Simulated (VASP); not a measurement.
WS2: single point with LDA

The system is WS2.

```
W S
1.0
    -3.25994   -1.88213    6.36229
     3.25994   -1.88213    6.36229
     0.00000    3.76425    6.36229
W S
4 8
Direct
  0.03396 0.04725 0.88355
  0.54904 0.54965 0.86826
  0.53823 0.05840 0.37249
  0.03358 0.54610 0.37769
  0.26860 0.31712 0.13594
  0.45255 0.46209 0.28667
  0.78289 0.81384 0.12732
  0.96571 0.94531 0.29806
  0.80642 0.29079 0.61390
  0.95600 0.45308 0.79665
  0.28546 0.80221 0.63748
  0.44220 0.95780 0.80297
```

```yaml
Program: VASP 6.6.1
Task: single point
Functional: LDA
Potentials_or_basis: VASP PAW LDA potentials, release 64 (W_sv, S)
Cutoff: 520 eV
k_mesh: 2 × 2 × 2
Occupations: fermi-dirac, width 0.17 eV
Spin: no spin polarisation
Dipole_correction: no
Further_INCAR_settings: ALGO = Normal; EDIFF = 1e-07; NBANDS = 64
```

```
Pressure               : -9.4 GPa
Largest force          : 1.802 eV/Å
Band gap on the k mesh : 1.16 eV
```

Forces in eV/Å, atoms in the order of the input:
```
W   -0.181 -0.387 -0.257
W    0.221  1.160 -1.221
W   -0.437  1.144 -0.629
W    0.262 -0.012  1.001
S   -1.498 -0.972  0.243
S    0.324 -0.196  0.016
S   -0.165  0.434  0.211
S    1.021 -0.055 -0.500
S    0.697  0.891  0.979
S    0.200 -0.456 -0.343
S   -0.272 -0.649  0.504
S   -0.171 -0.902 -0.004
```

Stress tensor (GPa, compression positive):
```
-11.56   0.08   2.68
  0.08 -12.16  -1.34
  2.68  -1.34  -4.46
```

Levels at points of the mesh, in eV from the valence-band top:
```
           k point  band 50  band 51  band 52  band 53  band 54  band 55
(0.00, 0.00, 0.00)    -1.49    -1.37    -0.89     1.58     1.66     1.72
(0.50, 0.00, 0.00)    -1.53    -1.29    -1.16     1.18     1.38     1.59
(0.00, 0.50, 0.00)    -1.50    -1.32    -1.22     1.29     1.50     1.55
(0.00, 0.00, 0.50)    -1.41    -1.32    -1.25     1.33     1.40     1.50
(0.50, 0.50, 0.00)    -1.41    -1.30    -1.23     1.22     1.28     1.53
(0.50, 0.00, 0.50)    -1.54    -1.32    -1.19     1.27     1.38     1.56
(0.00, 0.50, 0.50)    -1.46    -1.38    -1.11     1.16     1.42     1.50
(0.50, 0.50, 0.50)    -1.60    -1.52     0.00     1.62     1.68     1.76
```

Wall time 4.1 min on 1 thread of Intel(R) Xeon(R) Platinum 8488C (Sapphire Rapids), with other jobs on the host, peak memory 0.35 GiB.

Caveat: the k points lie up to 0.58 Å⁻¹ apart; the atoms stand as in a frame of molecular dynamics; spin-orbit coupling is left out, which moves the levels of the heavy elements; forces of over 1 eV/Å act on the atoms, so gaps and moduli don't describe the material at rest. A k mesh can miss the band edges.
